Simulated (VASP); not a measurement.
# Pb in VASP: a series of runs, part 2 of 2

VASP 6.6.1. The steps go on from the part before.

**3. Single point, PBEsol (strain -0.050 along x and y, +0.000 along z)**

INCAR

```
  PREC = Accurate
  ENCUT = 520
  EDIFF = 1E-7
  ISMEAR = 0
  SIGMA = 0.15
  LREAL = False
  LASPH = True
  NELM = 80
  ALGO = Fast
  ISIF = 2
  LWAVE = False
  LCHARG = False
  GGA = PS
  NBANDS = 21
```

KPOINTS

```
Automatic mesh
0
Gamma
  12 12 12
```

POSCAR

```
Pb
1.0
    0.0000000000      3.2670500527      3.4390000555
    3.2670500527      0.0000000000      3.4390000555
    3.2670500527      3.2670500527      0.0000000000
Pb
2
Direct
    0.5000000000      0.5000000000      0.5000000000
    0.7500000000      0.7500000000      0.7500000000
```

Potentials or basis: VASP PAW PBE potentials, release 64 (Pb_d).

Run with:

```
cat potpaw_PBE.64/Pb_d/POTCAR > POTCAR
mpirun -np 1 vasp_std > vasp.out
```

OUTCAR:

```text
PREC = Accurate
   ENCUT = 520
   EDIFF = 1E-7
   ISMEAR = 0
   LREAL = False
   LASPH = True
   NELM = 80
   ISIF = 2
   GGA = PS

 ion  position               nearest neighbor table
   1  0.500  0.500  0.500-   2 2.88   2 2.88   2 2.88   2 2.88
   2  0.750  0.750  0.750-   1 2.88   1 2.88   1 2.88   1 2.88

  LATTYP: Found a body centered tetragonal cell.
 ALAT       =     4.6203064935
 C/A-ratio  =     1.4886458551

  Lattice vectors:

 A1 = (  -3.2670500527,   0.0000000000,   3.4390000555)
 A2 = (   3.2670500527,   0.0000000000,   3.4390000555)
 A3 = (   0.0000000000,   3.2670500527,  -3.4390000555)

Analysis of symmetry for initial positions (statically):
=====================================================================
 Subroutine PRICEL returns:
 Original cell was already a primitive cell.

 Routine SETGRP: Setting up the symmetry group for a
 body centered tetragonal supercell.

 Subroutine GETGRP returns: Found 16 space group operations
 (whereof  8 operations were pure point group operations)
 out of a pool of 16 trial point group operations.

The static configuration has the point symmetry D_2d.
[... 157 lines left out ...]
  ---------------------------------------------------
  ext. energy  EPLUGINS =         0.00000000
  ---------------------------------------------------
  free energy    TOTEN  =        -7.22894712 eV

  energy without entropy =       -7.22331170  energy(sigma->0) =       -7.22612941

 E-fermi :   5.1512     XC(G=0):  -9.0730

 val. band max:        5.1448023554   @ k =  -0.4167   0.0833   0.0000
 cond. band min:       5.1669185894   @ k =   0.5000   0.0833   0.0000
 fundamental gap:      0.0221162340
 Fermi energy:         5.1512399381

 k-point     1 :       0.0000    0.0000    0.0000
  band No.  band energies     occupation
      1     -12.2377      2.00000
      2     -12.2377      2.00000
      3     -12.1981      2.00000
      4     -12.1398      2.00000
      5     -12.1161      2.00000
      6     -11.6058      2.00000
[... 565 lines left out ...]
     20      12.7702      0.00000
     21      13.2254      0.00000

 [... further k-points ...]
[... 5 lines left out ...]
  --------------------------------------------------------------------------------------
  -------------------------------------------------------------------------------------
  Total        2.1516316      2.1516316      1.9433664      0.0000000      0.0000000      0.0000000
  in kB       46.9574746     46.9574746     42.4122693      0.0000000      0.0000000      0.0000000
  external PRESSURE =      45.4424062 kB  Pullay stress =       0.0000000 kB

 VOLUME and BASIS-vectors are now :
 -----------------------------------------------------------------------------
  energy-cutoff  :      520.00
  volume of cell :       73.41
      direct lattice vectors                 reciprocal lattice vectors
     0.000000000  3.267050053  3.439000056    -0.153043263  0.153043263  0.145391100
     3.267050053  0.000000000  3.439000056     0.153043263 -0.153043263  0.145391100
     3.267050053  3.267050053  0.000000000     0.153043263  0.153043263 -0.145391100

 POSITION                                       TOTAL-FORCE (eV/Angst)
 -----------------------------------------------------------------------------------
      3.26705      3.26705      3.43900         0.000000      0.000000      0.000000
      4.90058      4.90058      5.15850         0.000000     -0.000000      0.000000
 -----------------------------------------------------------------------------------
    total drift:                                0.000000      0.000000      0.000000

  FREE ENERGIE OF THE ION-ELECTRON SYSTEM (eV)
  ---------------------------------------------------
  free  energy   TOTEN  =        -7.2289471157 eV

  energy  without entropy=       -7.2233117019  energy(sigma->0) =       -7.22612941
```

OSZICAR:

```text
N       E                     dE             d eps       ncg     rms          rms(c)
DAV:   1     0.299458207743E+03    0.29946E+03   -0.14160E+04  6846   0.153E+03
DAV:   2     0.147807833803E+02   -0.28468E+03   -0.27837E+03  6856   0.399E+02
DAV:   3    -0.652210732311E+01   -0.21303E+02   -0.21148E+02  8355   0.137E+02
DAV:   4    -0.725898648419E+01   -0.73688E+00   -0.73654E+00  8071   0.304E+01
DAV:   5    -0.729840897305E+01   -0.39422E-01   -0.39422E-01  9711   0.641E+00    0.181E+00
RMM:   6    -0.724910059818E+01    0.49308E-01   -0.34285E-02  8113   0.238E+00    0.102E+00
RMM:   7    -0.722715202958E+01    0.21949E-01   -0.48319E-02  7812   0.248E+00    0.163E-01
RMM:   8    -0.722836008102E+01   -0.12081E-02   -0.13279E-02  8919   0.134E+00    0.554E-02
RMM:   9    -0.722890946301E+01   -0.54938E-03   -0.54011E-03  9985   0.718E-01    0.619E-02
RMM:  10    -0.722889014379E+01    0.19319E-04   -0.11408E-03  8204   0.453E-01    0.276E-02
RMM:  11    -0.722894336222E+01   -0.53218E-04   -0.66903E-04 11159   0.235E-01    0.103E-02
RMM:  12    -0.722894694885E+01   -0.35866E-05   -0.58332E-05  9744   0.621E-02    0.507E-03
RMM:  13    -0.722894745777E+01   -0.50893E-06   -0.97445E-06 11275   0.258E-02    0.293E-03
RMM:  14    -0.722894714997E+01    0.30780E-06   -0.10422E-06  8561   0.107E-02    0.840E-04
RMM:  15    -0.722894711567E+01    0.34300E-07   -0.26071E-07  5624   0.534E-03
   1 F= -.72289471E+01 E0= -.72261294E+01  d E =-.563541E-02
```

Run time: 1.8 min. Hardware: 1 thread of Intel Xeon 6975P-C (Granite Rapids), shared host; peak memory 0.34 GiB.

What came out:

```yaml
Free_energy: -7.2289 eV
Pressure: 4.5 GPa
Band_gap_on_the_k_mesh: zero (bands 14 and 15 overlap by 1.26 eV)
```

Stress tensor (GPa, compression positive):
```
4.70 0.00 0.00
0.00 4.70 0.00
0.00 0.00 4.24
```

Caveat: the cell differs from its parent crystal (strain -0.050 along x and y, +0.000 along z); the cell stands under pressure; the PAW data sets were made with another functional, which shifts forces and pressure a little; spin-orbit coupling is left out, which moves the levels of the heavy elements.

**4. Single point, PBEsol (strain +0.000 along x and y, +0.050 along z)**

INCAR

```
SYSTEM = Pb
PREC = Accurate
ENCUT = 520
EDIFF = 1E-6
ISMEAR = 0
SIGMA = 0.15
LREAL = .FALSE.
LASPH = .TRUE.
NELM = 100
ALGO = Fast
ISIF = 2
LWAVE = .FALSE.
LCHARG = .TRUE.
GGA = PS
LELF = .TRUE.
LVHAR = .TRUE.
NBANDS = 21
```

KPOINTS

```
regular mesh
0
G
  12 12 12
  0 0 0
```

POSCAR

```
Pb
1.0
    0.0000000000      3.4390000555      3.6109500583
    3.4390000555      0.0000000000      3.6109500583
    3.4390000555      3.4390000555      0.0000000000
Pb
2
Direct
    0.5000000000      0.5000000000      0.5000000000
    0.7500000000      0.7500000000      0.7500000000
```

Run with:

```
cat potpaw_PBE.64/Pb_d/POTCAR > POTCAR
mpirun -np 1 vasp_std > vasp.out
```

Wall time 2.1 min (1 thread of Intel Xeon 6975P-C (Granite Rapids), shared host); peak memory 0.39 GiB.

Results (log left out):

| Quantity | Value |
| --- | --- |
| Free energy | -7.3360 eV |
| Pressure | -1.0 GPa |
| Band gap on the k mesh | zero (bands 14 and 15 overlap by 1.02 eV) |

Stress tensor (GPa, compression positive):
```
-0.85  0.00  0.00
 0.00 -0.85  0.00
 0.00  0.00 -1.40
```

Levels at points of the mesh, in eV from the Fermi level:
| k point | band 12 | band 13 | band 14 | band 15 | band 16 | band 17 |
| --- | --- | --- | --- | --- | --- | --- |
| (0.00, 0.00, 0.00) | -4.17 | 0.21 | 0.52 | 0.52 | 2.35 | 2.35 |
| (0.50, 0.00, 0.00) | -7.01 | -0.96 | -0.80 | -0.50 | 3.44 | 3.56 |
| (0.50, 0.50, 0.00) | -8.41 | -1.65 | -1.65 | 1.02 | 1.02 | 6.84 |
| (0.50, 0.00, 0.50) | -8.31 | -1.87 | -1.87 | 0.81 | 0.81 | 6.88 |

Caveat: the cell differs from its parent crystal (strain +0.000 along x and y, +0.050 along z); the PAW data sets were made with another functional, which shifts forces and pressure a little; spin-orbit coupling is left out, which moves the levels of the heavy elements.

**5. Overview**

```tsv
cell	gap on the mesh (eV)	pressure (GPa)
a = 4.620 Å, angles 60.0°, 2 atoms	none	7.5
a = 4.743, b = 4.743, c = 4.620 Å, angles 60.9, 60.9, 58.3°, 2 atoms	none	4.5
a = 4.987, b = 4.987, c = 4.863 Å, angles 60.8, 60.8, 58.4°, 2 atoms	none	-1.0
```

Alike in all rows: task single point; level PBEsol; potentials or basis VASP PAW PBE potentials, release 64 (Pb_d); no spin polarisation; k mesh 12 × 12 × 12; cutoff (eV) 520; smearing gaussian 0.15 eV.

Caveats: the PAW data sets were made with another functional, which shifts forces and pressure a little; spin-orbit coupling is left out, which moves the levels of the heavy elements; the cell stands under pressure (at least some runs).

Absolute energies hang on the potentials; compare differences alone.
